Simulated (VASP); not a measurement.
The system is SiC.

```
CELL_PARAMETERS angstrom
0.00000 2.17842 2.17842
2.17842 0.00000 2.17842
2.17842 2.17842 0.00000
ATOMIC_POSITIONS crystal
Si 0.00000 0.00000 0.00000
C 0.25000 0.25000 0.25000
```

Base run:

| Quantity | Value |
| --- | --- |
| Program | VASP 6.6.1 |
| Functional | PBE0 |
| Potentials or basis | VASP PAW PBE potentials, release 64 (Si, C) |
| Cutoff | 520 eV |
| k mesh | 6 × 6 × 6 |
| Occupations | gaussian, width 0.01 eV |
| Spin | no spin polarisation |

Its results: band gap on the k mesh 2.98 eV (least direct gap 6.49 eV); pressure -1.8 GPa.

Q: The run is repeated on the same cell with these changes: functional from PBE0 to HF; share of exact exchange from 0.25 to 1. What comes out?

A: Band gap on the k mesh 8.78 eV (least direct gap 13.11 eV); pressure 0.3 GPa.

Caveats: the PAW data sets were made with another functional, which shifts forces and pressure a little.

A k mesh can miss the band edges.
